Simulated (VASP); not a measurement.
Write the native input for VASP 6.6.1 that does the following.

```
Task                               : single point
Functional                         : HSE06
Potentials or basis                : VASP PAW PBE potentials, release 64 (S, Se, Mg)
Cutoff                             : 520 eV
k mesh                             : 1 × 1 × 1, shifted
Occupations                        : fermi-dirac, width 0.05 eV
Spin                               : no spin polarisation
Dipole correction                  : no
Grid for exact exchange (PRECFOCK) : Fast
Further INCAR settings             : LREAL = Auto; ALGO = Normal; EDIFF = 1e-06; NBANDS = 166; ISYM = 0
Share of exact exchange            : 0.25
Screening parameter                : 0.2079 1/Å
```

Crystal: Mg16Se3S13.

```xyz
64
Lattice="10.4694 0.0000 0.0000 0.0000 10.4694 0.0000 0.0000 0.0000 10.4694" Properties=species:S:1:pos:R:3 pbc="T T T"
S     2.6258   10.4624   10.4658
S     2.6188    0.0012    5.2327
S     2.6346    5.2447   10.4590
S     7.8439   10.4649   10.4680
S     7.8357    5.2441   10.4611
S     7.8420    5.2367    5.2431
S    10.4683    7.8628   10.4598
S    10.4693    7.8628    5.2430
S     5.2348    2.6180   10.4670
S     5.2349    2.6182    5.2328
S     5.2355    7.8555   10.4659
S     0.0094   10.4536    2.6074
S     0.0088   10.4539    7.8608
S    10.4594    5.2550    7.8611
S     5.2285    0.0069    2.5989
S     5.2274    0.0102    7.8686
S     5.2423    5.2291    2.5977
S     5.2422    5.2276    7.8685
S     2.6450    2.6005    2.6063
S     2.6348    2.6096    7.8600
S     2.6188    7.8699    2.5986
S     2.6098    7.8611    7.8679
S     7.8269    2.6197    2.6080
S     7.8347    2.6265    7.8607
S     7.8517    7.8551    2.5975
S     7.8573    7.8464    7.8679
Se    2.6224    5.2352    5.2387
Se    7.8519    0.0030    5.2339
Se    0.0010    2.6156   10.4631
Se    0.0016    2.6139    5.2406
Se    5.2338    7.8535    5.2324
Se   10.4652    5.2472    2.6121
Mg    0.0122   10.4109   10.4567
Mg    0.0462   10.4180    5.2494
Mg   10.4569    5.3043   10.4144
Mg   10.4208    5.2946    5.2957
Mg    5.2255    0.0008   10.4664
Mg    5.1906    0.0440    5.2362
Mg    5.2444    5.2386   10.4569
Mg    5.2779    5.1923    5.2496
Mg    2.6816    2.6053   10.4674
Mg    2.6735    2.5732    5.2327
Mg    2.6190    7.8639   10.4673
Mg    2.5725    7.8981    5.2318
Mg    7.7883    2.6306   10.4682
Mg    7.7984    2.6654    5.2343
Mg    7.8503    7.8450   10.4670
Mg    7.8957    7.8093    5.2326
Mg    2.6306   10.4694    2.5891
Mg    2.6195    0.0003    7.8746
Mg    2.6767    5.2356    2.5556
Mg    2.6303    5.2349    7.9055
Mg    7.8391    0.0005    2.5602
Mg    7.8497    0.0013    7.9073
Mg    7.7984    5.2373    2.5884
Mg    7.8381    5.2362    7.8768
Mg   10.4693    2.5553    2.6158
Mg   10.4688    2.6048    7.8529
Mg   10.4690    7.9049    2.6007
Mg   10.4682    7.8658    7.8636
Mg    5.2369    2.6052    2.6015
Mg    5.2337    2.6165    7.8618
Mg    5.2355    7.8663    2.5591
Mg    5.2332    7.8555    7.9034
```

These files were run (other wordings do the same):

POSCAR

```
Mg16Se3S13
1.0
   10.4693870000      0.0000000000      0.0000000000
    0.0000000000     10.4693870000      0.0000000000
    0.0000000000      0.0000000000     10.4693870000
S Se Mg
26 6 32
Direct
    0.2508040000      0.9993300000      0.9996620000
    0.2501370000      0.0001100000      0.4998070000
    0.2516510000      0.5009580000      0.9990070000
    0.7492240000      0.9995720000      0.9998640000
    0.7484370000      0.5009020000      0.9992090000
    0.7490390000      0.5001880000      0.5008000000
    0.9998930000      0.7510310000      0.9990840000
    0.9999960000      0.7510320000      0.5007900000
    0.5000060000      0.2500580000      0.9997760000
    0.5000210000      0.2500860000      0.4998180000
    0.5000760000      0.7503320000      0.9996680000
    0.0009020000      0.9984950000      0.2490500000
    0.0008370000      0.9985210000      0.7508320000
    0.9990490000      0.5019370000      0.7508660000
    0.4994080000      0.0006630000      0.2482420000
    0.4993080000      0.0009740000      0.7515860000
    0.5007290000      0.4994610000      0.2481260000
    0.5007190000      0.4993190000      0.7515690000
    0.2526390000      0.2483870000      0.2489420000
    0.2516670000      0.2492590000      0.7507580000
    0.2501400000      0.7517040000      0.2482070000
    0.2492800000      0.7508670000      0.7515140000
    0.7476030000      0.2502230000      0.2491080000
    0.7483450000      0.2508790000      0.7508260000
    0.7499720000      0.7502880000      0.2481010000
    0.7505010000      0.7494620000      0.7515120000
    0.2504810000      0.5000530000      0.5003870000
    0.7499850000      0.0002830000      0.4999220000
    0.0000990000      0.2498310000      0.9993980000
    0.0001550000      0.2496740000      0.5005620000
    0.4999160000      0.7501440000      0.4997780000
    0.9996040000      0.5011950000      0.2495010000
    0.0011690000      0.9944130000      0.9987880000
    0.0044160000      0.9950960000      0.5014020000
    0.9988090000      0.5066470000      0.9947440000
    0.9953570000      0.5057220000      0.5058240000
    0.4991230000      0.0000810000      0.9997170000
    0.4957930000      0.0042040000      0.5001470000
    0.5009290000      0.5003710000      0.9988110000
    0.5041230000      0.4959470000      0.5014210000
    0.2561350000      0.2488490000      0.9998100000
    0.2553640000      0.2457820000      0.4998090000
    0.2501610000      0.7511300000      0.9997970000
    0.2457170000      0.7544030000      0.4997220000
    0.7439080000      0.2512670000      0.9998850000
    0.7448810000      0.2545860000      0.4999620000
    0.7498330000      0.7493300000      0.9997690000
    0.7541690000      0.7459220000      0.4998030000
    0.2512620000      0.9999980000      0.2473020000
    0.2502050000      0.0000260000      0.7521580000
    0.2556690000      0.5000900000      0.2441040000
    0.2512410000      0.5000160000      0.7551050000
    0.7487600000      0.0000520000      0.2445410000
    0.7497790000      0.0001230000      0.7552760000
    0.7448760000      0.5002450000      0.2472330000
    0.7486660000      0.5001420000      0.7523620000
    0.9999870000      0.2440710000      0.2498520000
    0.9999480000      0.2488000000      0.7500830000
    0.9999590000      0.7550460000      0.2484110000
    0.9998910000      0.7513180000      0.7511020000
    0.5002110000      0.2488420000      0.2484910000
    0.4999070000      0.2499190000      0.7509300000
    0.5000730000      0.7513610000      0.2444340000
    0.4998610000      0.7503310000      0.7549060000
```

INCAR.step1

```
PREC = Accurate
ENCUT = 520
EDIFF = 1E-5
ISMEAR = -1
SIGMA = 0.05
LREAL = Auto
LASPH = True
NELM = 100
ALGO = Normal
ISIF = 2
LWAVE = True
LCHARG = False
NBANDS = 166
GGA = PE
ISYM = 0
LUSENCCL = False
```

INCAR.step2

```
PREC = Accurate
ENCUT = 520
EDIFF = 1E-6
ISMEAR = -1
SIGMA = 0.05
LREAL = Auto
LASPH = True
NELM = 100
ALGO = Normal
ISIF = 2
LWAVE = False
LCHARG = False
GGA = PE
LHFCALC = True
HFSCREEN = 0.2079
PRECFOCK = Fast
NBANDS = 166
ISTART = 1
ISYM = 0
LUSENCCL = False
```

KPOINTS

```
Automatic mesh
0
Gamma
  1 1 1
  0.25 0.25 0.25
```

Potentials or basis: VASP PAW PBE potentials, release 64 (S, Se, Mg).

The run is started by

```sh
$ cat potpaw_PBE.64/S/POTCAR potpaw_PBE.64/Se/POTCAR potpaw_PBE.64/Mg/POTCAR > POTCAR
$ cp INCAR.step1 INCAR
$ mpirun -np 1 vasp_std > vasp.out
$ cp INCAR.step2 INCAR
$ mpirun -np 1 vasp_std > vasp.out
```

Results of the run:

The pressure is 0.3 GPa. The largest force is 0.031 eV/Å and the band gap on the k mesh is 4.01 eV.

Caveat: the PAW data sets were made with another functional, which shifts forces and pressure a little; a shifted mesh leaves out Γ, where band edges can lie.

Run time: 22 min on 1 × NVIDIA H100 80GB with 1 thread of AMD EPYC 7R13 Processor (Zen 3) (shared host), peak memory 2 GiB.
